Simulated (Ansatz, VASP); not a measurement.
BeTe in VASP and in Ansatz

```
CELL_PARAMETERS angstrom
0.00000 2.83217 2.83217
2.83217 0.00000 2.83217
2.83217 2.83217 0.00000
ATOMIC_POSITIONS crystal
Be 0.00000 0.00000 0.00000
Te 0.25000 0.25000 0.25000
```

Alike in both runs: functional PBE; k mesh 8 × 8 × 8; occupations gaussian, width 0.02 eV; no spin polarisation.

Ansatz relaxed the structure, and its values are those at the end. VASP's run is a single point on that final structure, the one shown.

```csv
,VASP,Ansatz
version,VASP 6.6.1,Ansatz 0.2.0
potentials or method,"VASP PAW PBE potentials, release 64 (Be, Te), cutoff 600 eV","scalar-relativistic, plane waves, PAW"
valence electrons in the cell,8,18
```

VASP gave:

- gap on the k mesh at the Fermi level (eV): 2.02
- least direct gap on the mesh (eV): 3.62
- pressure (GPa): 0.1

Problem. What did Ansatz give for the same quantities?

Solution. gap on the k mesh at the Fermi level (eV): 2.03; least direct gap on the mesh (eV): 3.64; pressure (GPa): 0.0.

VASP's potentials hold 8 valence electrons a cell and Ansatz's 18, so a difference there can come from the potentials and not from the codes.

Neither program's run includes spin-orbit coupling.
